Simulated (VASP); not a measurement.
# Ni (Fm-3m) in VASP: relaxation of cell and atoms with r2SCAN

Aim: the relaxation of cell and atoms of Ni with r2SCAN.

Everything below comes from runs of VASP 6.6.1. Logs are shortened: lines on timing, memory, paths and dates and some standing lists are left out, and cuts for length are marked.

### 1 The cell of the first run

It takes space group Fm-3m (No. 225, cubic). The conventional cell has a = 3.475 Å, b = 3.475 Å, c = 3.475 Å, α = 90.00°, β = 90.00°, γ = 90.00°. Ni (site symmetry m-3m) has 12 Ni at 2.46 Å within 3.2 Å.

### 2 Relaxation of cell and atoms, r2SCAN, collinear spin, ferromagnetic start

The input, POSCAR:

```
Ni
1.0
    0.0000000000      1.7377476821      1.7377476821
    1.7377476821      0.0000000000      1.7377476821
    1.7377476821      1.7377476821      0.0000000000
Ni
1
Direct
    0.0000000000      0.0000000000      0.0000000000
```

The input, INCAR.step1:

```
SYSTEM = Ni
PREC = Accurate
ENCUT = 600
ISMEAR = 0
SIGMA = 0.1
LREAL = .False.
LASPH = .True.
NELM = 150
ISPIN = 2
MAGMOM = 0.85
LMAXMIX = 4
GGA = PE
ALGO = Normal
EDIFF = 1E-4
LWAVE = .True.
LCHARG = .False.
KPAR = 4
```

The input, INCAR.step2:

```
SYSTEM = Ni
PREC = Accurate
ENCUT = 600
EDIFF = 1E-6
ISMEAR = 0
SIGMA = 0.1
LREAL = .False.
LASPH = .True.
NELM = 150
ALGO = Normal
ISIF = 3
LWAVE = .False.
LCHARG = .False.
ISPIN = 2
MAGMOM = 0.85
LORBIT = 11
LMAXMIX = 4
METAGGA = R2SCAN
LMIXTAU = .True.
IBRION = 2
NSW = 100
EDIFFG = -0.01
ISTART = 1
KPAR = 4
```

The input, KPOINTS:

```
Automatic mesh
0
Gamma
  28 28 28
  0 0 0
```

Potentials or basis: VASP PAW PBE potentials, release 64 (Ni).

Run with:

```sh
$ cat potpaw_PBE.64/Ni/POTCAR > POTCAR
$ cp INCAR.step1 INCAR
$ mpirun -np 4 vasp_std > vasp.out
$ cp INCAR.step2 INCAR
$ mpirun -np 4 vasp_std > vasp.out
```

OUTCAR:

```text
SYSTEM = Ni
   PREC = Accurate
   ENCUT = 600
   EDIFF = 1E-6
   ISMEAR = 0
   LREAL = .False.
   LASPH = .True.
   NELM = 150
   ISIF = 3
   ISPIN = 2
   LORBIT = 11
   METAGGA = R2SCAN
   IBRION = 2
   NSW = 100
   EDIFFG = -0.01
   ISTART = 1

 ion  position               nearest neighbor table
   1  0.000  0.000  0.000-

  LATTYP: Found a face centered cubic cell.
 ALAT       =     3.4754953642

  Lattice vectors:

 A1 = (   0.0000000000,   1.7377476821,   1.7377476821)
 A2 = (   1.7377476821,   0.0000000000,   1.7377476821)
 A3 = (   1.7377476821,   1.7377476821,   0.0000000000)

Analysis of symmetry for initial positions (statically):
=====================================================================
 Subroutine PRICEL returns:
 Original cell was already a primitive cell.

 Routine SETGRP: Setting up the symmetry group for a
 face centered cubic supercell.

 Subroutine GETGRP returns: Found 48 space group operations
 (whereof 48 operations were pure point group operations)
 out of a pool of 48 trial point group operations.

The static configuration has the point symmetry O_h .

Analysis of symmetry for dynamics (positions and initial velocities):
=====================================================================
 Subroutine PRICEL returns:
 Original cell was already a primitive cell.

 Routine SETGRP: Setting up the symmetry group for a
 face centered cubic supercell.

 Subroutine GETGRP returns: Found 48 space group operations
 (whereof 48 operations were pure point group operations)
 out of a pool of 48 trial point group operations.

The dynamic configuration has the point symmetry O_h .

Analysis of structural, dynamic, and magnetic symmetry:
=====================================================================
 Subroutine PRICEL returns:
 Original cell was already a primitive cell.

 Routine SETGRP: Setting up the symmetry group for a
 face centered cubic supercell.

 Subroutine GETGRP returns: Found 48 space group operations
 (whereof 48 operations were pure point group operations)
 out of a pool of 48 trial point group operations.

The overall configuration has the point symmetry O_h .

 Subroutine INISYM returns: Found 48 space group operations
 (whereof 48 operations are pure point group operations),
 and found     1 'primitive' translations

----------------------------------------------------------------------------------------

                                     Primitive cell

  volume of cell :      10.4952

  direct lattice vectors                    reciprocal lattice vectors
     0.000000000  1.737747682  1.737747682    -0.287728768  0.287728768  0.287728768
     1.737747682  0.000000000  1.737747682     0.287728768 -0.287728768  0.287728768
     1.737747682  1.737747682  0.000000000     0.287728768  0.287728768 -0.287728768

  length of vectors
     2.457546340  2.457546340  2.457546340     0.498360845  0.498360845  0.498360845

  position of ions in fractional coordinates (direct lattice)
     0.000000000  0.000000000  0.000000000

  ion indices of the primitive-cell ions
   primitive index   ion index
                 1           1

----------------------------------------------------------------------------------------

 KPOINTS: Automatic mesh

Automatic generation of k-mesh.
 Grid dimensions read from file:
 generate k-points for:   28   28   28

 Generating k-lattice:

  Cartesian coordinates                     Fractional coordinates (reciprocal lattice)
    -0.010276027  0.010276027  0.010276027     0.035714286  0.000000000  0.000000000
     0.010276027 -0.010276027  0.010276027     0.000000000  0.035714286  0.000000000
     0.010276027  0.010276027 -0.010276027     0.000000000  0.000000000  0.035714286

  Length of vectors
     0.017798602  0.017798602  0.017798602

  Shift w.r.t. Gamma in fractional coordinates (k-lattice)
     0.000000000  0.000000000  0.000000000

 Subroutine IBZKPT returns following result:
 ===========================================

 Found    624 irreducible k-points:

 Following reciprocal coordinates:
            Coordinates               Weight
  0.000000  0.000000  0.000000      1.000000
  0.035714  0.000000  0.000000      8.000000
  0.071429  0.000000  0.000000      8.000000
  0.107143  0.000000  0.000000      8.000000
  0.142857  0.000000  0.000000      8.000000
  0.178571  0.000000  0.000000      8.000000
[... 16 lines left out ...]
  0.285714  0.035714  0.000000     24.000000
  0.321429  0.035714  0.000000     24.000000
 [... further k-points ...]
   k-points           NKPTS =    624   k-points in BZ     NKDIM =    624   number of bands    NBANDS=      9
   number of dos      NEDOS =    301   number of ions     NIONS =      1
   total plane-waves  NPLWV =   8000
   dimension x,y,z NGX =    20 NGY =   20 NGZ =   20
   dimension x,y,z NGXF=    40 NGYF=   40 NGZF=   40
   ions per type =               1
   NGX,Y,Z   is equivalent  to a cutoff of  13.53, 13.53, 13.53 a.u.
   NGXF,Y,Z  is equivalent  to a cutoff of  27.06, 27.06, 27.06 a.u.
 SYSTEM =  Ni
   PREC   = accura    normal or accurate (medium, high low for compatibility)
   ISTART =      1    job   : 0-new  1-cont  2-samecut
   ICHARG =      0    charge: 1-file 2-atom 10-const
   ISPIN  =      2    spin polarized calculation?
   LNONCOLLINEAR =      F non collinear calculations
   LSORBIT =      F    spin-orbit coupling
   LASPH  =      T    aspherical Exc in radial PAW
   ENCUT  =  600.0 eV  44.10 Ry    6.64 a.u.   4.91  4.91  4.91*2*pi/ulx,y,z
   NELM   =    150;   NELMIN=  2; NELMDL=  0     # of ELM steps
   EDIFF  = 0.1E-05   stopping-criterion for ELM
   LREAL  =      F    real-space projection
   EDIFFG = -.1E-01   stopping-criterion for IOM
   NSW    =    100    number of steps for IOM
   IBRION =      2    ionic relax: 0-MD 1-quasi-New 2-CG
   NFREE  =      1    steps in history (QN), initial steepest desc. (CG)
   ISIF   =      3    stress and relaxation
   ISYM   =      2    0-nonsym 1-usesym 2-fastsym
   POTIM  = 0.5000    time-step for ionic-motion
   TEBEG  =    0.0;   TEEND  =   0.0 temperature during run
   PSTRESS=    0.0 pullay stress
   NELECT =      10.0000    total number of electrons
   NUPDOWN=      -1.0000    fix difference up-down
   EMIN   =  10.00;   EMAX   =-10.00  energy-range for DOS
   EFERMI =   0.00;   METHOD = LEGACY
   ISMEAR =     0;   SIGMA  =   0.10  broadening in eV -4-tet -1-fermi 0-gaus
   EFERMI_NEDOS =   21; number of points for ismear=-14 and -15
   IALGO  =     38    algorithm
   IMIX   =      4    mixing-type and parameters
     AMIX     =   0.40;   BMIX     =  1.00
     AMIX_MAG =   1.60;   BMIX_MAG =  1.00
  volume/ion in A,a.u.               =      10.50        70.83
  Fermi-wavevector in a.u.,A,eV,Ry     =   1.610935  3.044226 35.308652  2.595113
  Thomas-Fermi vector in A             =   2.706406
   LORBIT       =     11    0 simple, 1 ext, 2 COOP (PROOUT), +10 PAW based schemes
   METAGGA = R2SCAN    functional components
   LHFCALC =     F    Hartree Fock is set to
   AEXX    =    0.0000 exact exchange contribution
   IVDW    =     0    specifies the selected vdW correction
   LEPSILON=     F    determine dielectric tensor
   LRPA    =     F    only Hartree local field effects (RPA)
 conjugate gradient relaxation of ions
 spin polarized calculation
 Gauss-broadening in eV      SIGMA  =   0.10
  energy-cutoff  :      600.00
  volume of cell :       10.50
 maximum number of plane-waves:       362
   NGX =  9   NGY =  9   NGZ =  9

--------------------------------------- Ionic step        1  -------------------------------------------

 number of electron       9.9999999 magnetization       0.7148429

 Free energy of the ion-electron system (eV)
  ---------------------------------------------------
  ext. energy  EPLUGINS =         0.00000000
  ---------------------------------------------------
  free energy    TOTEN  =       -11.94696315 eV

  energy without entropy =      -11.94064238  energy(sigma->0) =      -11.94380276

------------------------ aborting loop because EDIFF is reached ----------------------------------------

  FORCE on cell =-STRESS in cart. coord.  units (eV):
  Direction    XX          YY          ZZ          XY          YZ          ZX
  --------------------------------------------------------------------------------------
  -------------------------------------------------------------------------------------
  Total        0.0522546      0.0522546      0.0522546     -0.0000000     -0.0000000      0.0000000
  in kB        7.9771026      7.9771026      7.9771026     -0.0000000     -0.0000000      0.0000000
  external PRESSURE =       7.9771026 kB  Pullay stress =       0.0000000 kB
[... 125 lines left out ...]
  energy  without entropy=      -11.9406741954  energy(sigma->0) =      -11.94384077

--------------------------------------- Ionic step        5  -------------------------------------------

 number of electron      10.0000000 magnetization       0.7155148

 Free energy of the ion-electron system (eV)
  ---------------------------------------------------
  ext. energy  EPLUGINS =         0.00000000
  ---------------------------------------------------
  free energy    TOTEN  =       -11.94700932 eV

  energy without entropy =      -11.94067197  energy(sigma->0) =      -11.94384064

 E-fermi :   9.8103     XC(G=0): -14.6187

 val. band max:        9.8090522006   @ k =   0.3571   0.3571   0.0000
 cond. band min:       9.8118809194   @ k =  -0.3214   0.3214   0.0357
 fundamental gap:      0.0028287187
 Fermi energy:         9.8102671259

 spin component 1

 k-point     1 :       0.0000    0.0000    0.0000
  band No.  band energies     occupation
      1       0.1531      1.00000
      2       6.7834      1.00000
      3       6.7834      1.00000
      4       6.7834      1.00000
      5       8.1278      1.00000
      6       8.1278      1.00000
      7      34.6429      0.00000
      8      39.0682      0.00000
      9      39.0683      0.00000
[... 265 lines left out ...]
 k-point    24 :       0.3214    0.0357    0.0000
  band No.  band energies     occupation
      1       3.4401      1.00000
      2       6.6523      1.00000
      3       7.0056      1.00000
      4       7.0333      1.00000
      5       8.3056      1.00000
      6       8.4244      1.00000
      7      21.9963      0.00000
      8      33.8567      0.00000
      9      35.1031      0.00000

 [... further k-points ...]

 spin component 2

 k-point     1 :       0.0000    0.0000    0.0000
  band No.  band energies     occupation
      1      -0.0994      1.00000
      2       8.0976      1.00000
      3       8.0976      1.00000
      4       8.0976      1.00000
      5       8.8724      1.00000
      6       8.8724      1.00000
      7      34.3877      0.00000
      8      39.1747      0.00000
      9      39.1748      0.00000
[... 304 lines left out ...]
  FREE ENERGIE OF THE ION-ELECTRON SYSTEM (eV)
  ---------------------------------------------------
  free  energy   TOTEN  =       -11.9470093178 eV

  energy  without entropy=      -11.9406719661  energy(sigma->0) =      -11.94384064

 reached required accuracy - stopping structural energy minimisation

 total charge

# of ion       s       p       d       tot
------------------------------------------
    1        0.529   0.550   8.330   9.408

 magnetization (x)

# of ion       s       p       d       tot
------------------------------------------
    1       -0.010  -0.043   0.787   0.734
```

Run time: 13 min. Hardware: 4 MPI ranks of Oxide Virtual Turin-like, shared host; peak memory 0.21 GiB.

Results:

| Quantity | Value |
| --- | --- |
| Free energy | -11.9470 eV |
| Relaxed volume | 10.52 Å³/atom |
| Relaxed cell | a = 2.459 Å, b = 2.459 Å, c = 2.459 Å, α = 60.00°, β = 60.00°, γ = 60.00° |
| Space group after relaxing (to 0.1 Å) | Fm-3m (No. 225) |
| Energy gained by relaxing | 0.0 meV/atom |
| Ionic steps | 5 |
| Pressure after relaxing | 0.0 GPa |
| Net moment | 0.72 μB per cell |
| Site moments | Ni +0.73 μB |
| Valence electrons inside the program's atomic spheres | Ni 9.41 |

Final structure:
```
CELL_PARAMETERS angstrom
0.00000 1.73896 1.73896
1.73896 0.00000 1.73896
1.73896 1.73896 0.00000
ATOMIC_POSITIONS crystal
Ni 0.00000 0.00000 0.00000
```

Caveat: the PAW data sets were made with another functional, which shifts forces and pressure a little.
